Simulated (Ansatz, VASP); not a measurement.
## WSe2: VASP beside Ansatz

File INCAR:

```
  ALGO = Normal
  EDIFF = 1E-6
  ENCUT = 520
  GGA = PS
  ISIF = 2
  ISMEAR = 0
  LASPH = True
  LCHARG = True
  LELF = True
  LREAL = False
  LVHAR = True
  LWAVE = False
  NBANDS = 35
  NELM = 100
  PREC = Accurate
  SIGMA = 0.01
```

File KPOINTS:

```
k-points
0
Gamma
  6 6 2
```

The input POSCAR:

```
WSe2
1.0
    3.2996674443      0.0000000000      0.0000000000
   -1.6498337221      2.8575958308      0.0000000000
    0.0000000000      0.0000000000     13.1487009308
W Se
2 4
Direct
    0.3333333333      0.6666666667      0.2500000000
    0.6666666667      0.3333333333      0.7500000000
    0.6666666667      0.3333333333      0.3766602599
    0.6666666667      0.3333333333      0.1233397401
    0.3333333333      0.6666666667      0.8766602599
    0.3333333333      0.6666666667      0.6233397401
```

Input for Ansatz:

```yaml
crystal:
  lattice:
    - [3.2996674443, 0.0, 0.0]
    - [-1.6498337221, 2.8575958308, 0.0]
    - [0.0, 0.0, 13.1487009308]
  atoms:
    - { symbol: W, position: [0.3333333333, 0.6666666667, 0.25] }
    - { symbol: W, position: [0.6666666667, 0.3333333333, 0.75] }
    - { symbol: Se, position: [0.6666666667, 0.3333333333, 0.3766602599] }
    - { symbol: Se, position: [0.6666666667, 0.3333333333, 0.1233397401] }
    - { symbol: Se, position: [0.3333333333, 0.6666666667, 0.8766602599] }
    - { symbol: Se, position: [0.3333333333, 0.6666666667, 0.6233397401] }
kpoints:
  mp_grid: { grid: [6, 6, 2] }
hamiltonian:
  xc: pbesol
scf:
  occupations: { method: fixed }
  n_extra_bands: 5
  mixing: { beta: 0.05 }
  max_iter: 50
output:
  forces: true
  stress: true
  eigenvalues: true
```

Alike in both runs: task single point; functional PBEsol; k mesh 6 × 6 × 2; no spin polarisation.

|  | VASP | Ansatz |
| --- | --- | --- |
| version | VASP 6.6.1 | Ansatz 0.2.0 |
| potentials or method | VASP PAW PBE potentials, release 64 (W_sv, Se) | plane waves |
| plane-wave cutoff (eV) | 520 | 420 |
| occupations | gaussian, width 0.01 eV | fixed |
| valence electrons in the cell | 52 | 92 |

Ansatz gave:

| Item | Value |
| --- | --- |
| gap on the k mesh at the Fermi level (eV) | 1.01 |
| pressure (GPa) | -1.5 |
| traceless stress, the component that is largest in VASP (GPa) | 1.20 |
| rms of the force components (eV/Å) | 0.016 |

Task: Which values does VASP return?

Result: gap on the k mesh at the Fermi level (eV): 1.00; pressure (GPa): -1.1; traceless stress, the component that is largest in VASP (GPa): 1.29; rms of the force components (eV/Å): 0.012.

VASP's potentials were made for PBE, not for PBEsol. Atom by atom the forces differ by 0.028 eV/Å (rms over components). VASP's potentials hold 52 valence electrons a cell and Ansatz's 92, so a difference there can come from the potentials and not from the codes.

Spin-orbit coupling is off throughout.
